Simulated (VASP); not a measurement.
Set up this calculation in VASP 6.6.1, as the native input.

| Item | Value |
| --- | --- |
| Task | single point |
| Functional | PBE-based screened hybrid |
| Potentials or basis | VASP PAW PBE potentials, release 64 (C) |
| Cutoff | 520 eV |
| k mesh | 3 × 3 × 10 |
| Occupations | fermi-dirac, width 0.05 eV |
| Spin | no spin polarisation |
| Dipole correction | no |
| Grid for exact exchange (PRECFOCK) | Normal |
| Share of exact exchange | 0.25 |
| Further INCAR settings | ALGO = Normal; EDIFF = 1e-06; NBANDS = 8 |
| Screening parameter | 0.3 1/Å |

The system is C.

```
CELL_PARAMETERS angstrom
4.25517 0.00000 0.00000
0.00000 4.25517 0.00000
0.00000 0.00000 1.28229
ATOMIC_POSITIONS crystal
C 0.50000 0.50000 0.50000
```

The input as run:

POSCAR

```
C
1.0
    4.2551700000      0.0000000000      0.0000000000
    0.0000000000      4.2551700000      0.0000000000
    0.0000000000      0.0000000000      1.2822900000
C
1
Direct
    0.5000000000      0.5000000000      0.5000000000
```

INCAR.step1

```
SYSTEM = C
PREC = Accurate ; ENCUT = 520
EDIFF = 1E-5 ; ISMEAR = -1
SIGMA = 0.05 ; LREAL = .FALSE.
LASPH = .TRUE. ; NELM = 80
ALGO = Normal ; ISIF = 2
LWAVE = .TRUE. ; NBANDS = 8
GGA = PE
```

INCAR.step2

```
SYSTEM = C
PREC = Accurate ; ENCUT = 520
EDIFF = 1E-6 ; ISMEAR = -1
SIGMA = 0.05 ; LREAL = .FALSE.
LASPH = .TRUE. ; NELM = 80
ALGO = Normal ; ISIF = 2
LWAVE = .FALSE. ; LCHARG = .TRUE.
GGA = PE ; LHFCALC = .TRUE.
AEXX = 0.25 ; HFSCREEN = 0.3
PRECFOCK = Normal ; LELF = .TRUE.
LVHAR = .TRUE. ; NBANDS = 8
ISTART = 1
```

KPOINTS

```
regular mesh
0
G
  3 3 10
  0 0 0
```

Potentials or basis: VASP PAW PBE potentials, release 64 (C).

Run with:

```bash
$ cat potpaw_PBE.64/C/POTCAR > POTCAR
$ cp INCAR.step1 INCAR
$ mpirun -np 1 vasp_std > vasp.out
$ cp INCAR.step2 INCAR
$ mpirun -np 1 vasp_std > vasp.out
```

Results of the run:

- Pressure: -2.8 GPa
- Band gap on the k mesh: zero (band 2 reaches 7.73 eV, above the bottom of band 3 at -8.13 eV)

Caveat: the k points lie up to 0.49 Å⁻¹ apart; the PAW data sets were made with another functional, which shifts forces and pressure a little.

It took 42 s on 1 thread of Intel(R) Xeon(R) Platinum 8375C CPU @ 2.90GHz (Ice Lake), with other jobs on the host, peak memory 0.22 GiB.
